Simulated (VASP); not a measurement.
The system is CdIn2O4.

```
Cd In O
1.0
     0.00000    4.58300    4.58300
     4.58300    0.00000    4.58300
     4.58300    4.58300    0.00000
Cd In O
2 4 8
Direct
  0.00000 0.00000 0.00000
  0.25000 0.25000 0.25000
  0.62500 0.62500 0.62500
  0.12500 0.62500 0.62500
  0.62500 0.62500 0.12500
  0.62500 0.12500 0.62500
  0.86500 0.86500 0.86500
  0.84500 0.38500 0.38500
  0.86500 0.86500 0.40500
  0.38500 0.84500 0.38500
  0.40500 0.86500 0.86500
  0.38500 0.38500 0.38500
  0.86500 0.40500 0.86500
  0.38500 0.38500 0.84500
```

| Quantity | Value |
| --- | --- |
| Program | VASP 6.6.1 |
| Task | relaxation of cell and atoms |
| Functional | r2SCAN |
| Potentials or basis | VASP PAW PBE potentials, release 64 (Cd, In_d, O) |
| Cutoff | 660 eV |
| k mesh | 6 × 6 × 6 |
| Occupations | fermi-dirac, width 0.02 eV |
| Spin | no spin polarisation |

At the start: pressure 1.7 GPa; volume 13.75 Å³/atom.

Where does the relaxation end?

Over 5 steps the energy falls by 16.9 meV/atom and the volume is 14.00 Å³/atom (+1.8 %); space group Fd-3m (No. 227, to 0.1 Å) before and after.

Step by step:
```
step  energy change (eV)  largest force (eV/Å)  pressure (GPa)  volume (Å³)
   1              0.0000                1.0949            1.66       192.52
   2             -0.2359                0.0191           -0.34       196.51
   3             -0.2362                0.0167           -0.29       196.37
   4             -0.2362                0.0201            0.29       195.68
   5             -0.2366                0.0016            0.00       196.02
```

Final structure:
```cif
data_structure
_symmetry_space_group_name_H-M 'P 1'
_symmetry_Int_Tables_number 1
_cell_length_a 6.5204
_cell_length_b 6.5204
_cell_length_c 6.5204
_cell_angle_alpha 60.000
_cell_angle_beta 60.000
_cell_angle_gamma 60.000
_cell_volume 196.02
loop_
_atom_site_label
_atom_site_type_symbol
_atom_site_fract_x
_atom_site_fract_y
_atom_site_fract_z
_atom_site_occupancy
Cd1 Cd 0.00000 0.00000 0.00000 1
Cd2 Cd 0.25000 0.25000 0.25000 1
In1 In 0.62500 0.62500 0.62500 1
In2 In 0.12500 0.62500 0.62500 1
In3 In 0.62500 0.62500 0.12500 1
In4 In 0.62500 0.12500 0.62500 1
O1 O 0.86176 0.86176 0.86176 1
O2 O 0.83527 0.38824 0.38824 1
O3 O 0.86176 0.86176 0.41472 1
O4 O 0.38824 0.83527 0.38824 1
O5 O 0.41472 0.86176 0.86176 1
O6 O 0.38824 0.38824 0.38824 1
O7 O 0.86176 0.41472 0.86176 1
O8 O 0.38824 0.38824 0.83527 1
```

Caveat: the PAW data sets were made with another functional, which shifts forces and pressure a little.
